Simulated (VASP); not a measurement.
Write the native input for VASP 6.6.1 that does the following.

```
Task                   : single point
Functional             : r2SCAN
Potentials or basis    : VASP PAW PBE potentials, release 64 (Al)
Cutoff                 : 520 eV
k mesh                 : 24 × 24 × 14
Occupations            : gaussian, width 0.15 eV
Spin                   : no spin polarisation
Dipole correction      : no
Further INCAR settings : ALGO = Normal; EDIFF = 1e-06; NBANDS = 10
```

Al:

```xyz
2
Lattice="2.8081 0.0000 0.0000 -1.4040 2.4076 0.0000 0.0000 0.0000 4.6891" Properties=species:S:1:pos:R:3 pbc="T T T"
Al    1.4040    0.8025    3.5168
Al    0.0000    1.6050    1.1723
```

This cell differs from its parent crystal: strain -0.0100 x Voigt [0, 1, 0, 0, 0, 0].

The input as run:

POSCAR

```
Al
1.0
    2.8080863938      0.0000000000      0.0000000000
   -1.4040431969      2.4075554115      0.0000000000
    0.0000000000      0.0000000000      4.6890806101
Al
2
Direct
    0.6666666667      0.3333333333      0.7500000000
    0.3333333333      0.6666666667      0.2500000000
```

INCAR.step1

```
PREC = Accurate
ENCUT = 520
ISMEAR = 0
SIGMA = 0.15
LREAL = F
LASPH = T
NELM = 60
NBANDS = 10
GGA = PE
ALGO = Normal
EDIFF = 1E-4
LWAVE = T
LCHARG = F
```

INCAR.step2

```
PREC = Accurate
ENCUT = 520
EDIFF = 1E-6
ISMEAR = 0
SIGMA = 0.15
LREAL = F
LASPH = T
NELM = 60
ALGO = Normal
ISIF = 2
LWAVE = F
LCHARG = F
METAGGA = R2SCAN
LMIXTAU = T
NBANDS = 10
ISTART = 1
```

KPOINTS

```
regular mesh
0
Gamma
  24 24 14
```

Potentials or basis: VASP PAW PBE potentials, release 64 (Al).

Launch:

```console
$ cat potpaw_PBE.64/Al/POTCAR > POTCAR
$ cp INCAR.step1 INCAR
$ mpirun -np 1 vasp_std > vasp.out
$ cp INCAR.step2 INCAR
$ mpirun -np 1 vasp_std > vasp.out
```

It gave:

| Quantity | Value |
| --- | --- |
| Pressure | 0.7 GPa |
| Largest force | 0.004 eV/Å |
| Band gap on the k mesh | zero (bands 3 and 4 overlap by 7.63 eV) |

Caveat: the cell differs from its parent crystal (strain -0.0100 x Voigt [0, 1, 0, 0, 0, 0]); the PAW data sets were made with another functional, which shifts forces and pressure a little.

Run time: 17 min on 1 thread of Intel(R) Xeon(R) Platinum 8259CL CPU @ 2.50GHz (Skylake/Cascade Lake) (shared host), peak memory 0.42 GiB.
